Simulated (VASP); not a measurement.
Sb:

```
Sb
1.0
     0.00000    2.37124    2.37124
     2.37124    0.00000    2.37124
     2.37124    2.37124    0.00000
Sb
1
Direct
  0.00000 0.00000 0.00000
```

| Property | Result |
| --- | --- |
| Program | VASP 6.6.1 |
| Task | relaxation of cell and atoms |
| Functional | PBEsol |
| Dispersion | D4 |
| Potentials or basis | VASP PAW PBE potentials, release 64 (Sb) |
| Cutoff | 600 eV |
| k mesh | 10 × 10 × 10 |
| Occupations | fermi-dirac, width 0.05 eV |
| Spin | no spin polarisation |

At the start: pressure -3.2 GPa; volume 26.67 Å³/atom.

Where does the relaxation end?

Over 3 steps the energy falls by 13.9 meV/atom and the volume is 25.33 Å³/atom (-5.0 %); space group Fm-3m (No. 225, to 0.05 Å).

The path:
```csv
step,energy change (eV),largest force (eV/Å),pressure (GPa),volume (Å³)
1,0.0000,0.0000,-3.17,26.67
2,-0.0100,0.0000,1.97,24.68
3,-0.0139,0.0000,-0.01,25.33
```

Final structure:
```
Sb
1.0
     0.00000    2.33106    2.33106
     2.33106    0.00000    2.33106
     2.33106    2.33106    0.00000
Sb
1
Cartesian
  0.0000 0.0000 0.0000
```

Caveat: the PAW data sets were made with another functional, which shifts forces and pressure a little; pairwise dispersion overbinds metals, which lowers pressure and volume.
